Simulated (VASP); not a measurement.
Runs of VASP 6.6.1 on GaN. It takes space group F-43m (No. 216, cubic). The conventional cell has a = 4.507 Å, b = 4.507 Å, c = 4.507 Å, α = 90.00°, β = 90.00°, γ = 90.00°. Ga (site symmetry -43m) has 4 N at 1.95 Å within 2.6 Å. N (site symmetry -43m) has 4 Ga at 1.95 Å within 2.6 Å. 

```csv
k mesh,gap on the mesh (eV),pressure (GPa)
7 × 7 × 7,1.72,4.9
4 × 4 × 4,1.70,4.9
3 × 3 × 3,(a),5.3
6 × 6 × 6,1.72,4.9
```

Alike in all rows: task single point; level PBE; potentials or basis VASP PAW PBE potentials, release 64 (Ga_d, N); no spin polarisation; cell as given; cutoff (eV) 600; smearing gaussian 0.01 eV.

Question: Fill in the values left out.

Answer: (a) 1.66.

Caveats: some runs use coarse meshes.

A k mesh can miss the band edges, and the runs leave out spin-orbit coupling on Ga.
